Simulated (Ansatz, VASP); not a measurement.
# PbS in VASP and in Ansatz

```
Pb S
1.0
     2.10732   -6.07014    0.00000
     2.10732    6.07014    0.00000
     0.00000    0.00000    4.33563
Pb S
2 2
Direct
  0.13056 0.86944 0.25000
  0.86944 0.13056 0.75000
  0.35480 0.64520 0.25000
  0.64520 0.35480 0.75000
```

Alike in both runs: task single point; functional RPBE; k mesh 7 × 7 × 6; occupations fermi-dirac, width 0.05 eV; no spin polarisation.

```csv
,VASP,Ansatz
version,VASP 6.6.1,Ansatz 0.2.0
potentials or method,"VASP PAW PBE potentials, release 64 (Pb_d, S)",Ansatz PAW
plane-wave cutoff (eV),520,420
valence electrons in the cell,40,40
```

|  | VASP | Ansatz | Ansatz less VASP |
| --- | --- | --- | --- |
| gap on the k mesh at the Fermi level (eV) | 1.41 | 1.41 | +0.001 |
| least direct gap on the mesh (eV) | 1.52 | 1.52 | -0.002 |
| pressure (GPa) | 0.8 | 0.9 | +0.08 |
| traceless stress, the component that is largest in VASP (GPa) | 0.27 | 0.28 | +0.012 |
| rms of the force components (eV/Å) | 0.056 | 0.053 | -0.0031 |

VASP's potentials were made for PBE, not for RPBE. Atom by atom the forces differ by 0.003 eV/Å (rms over components). With one functional, cell and mesh, what is left measures potentials, basis and numerics.

Spin-orbit coupling is off throughout. Noted on Ansatz's run: odd divisions of the mesh miss points on the zone boundary, where band edges often lie, so the gap on the mesh can be too wide.
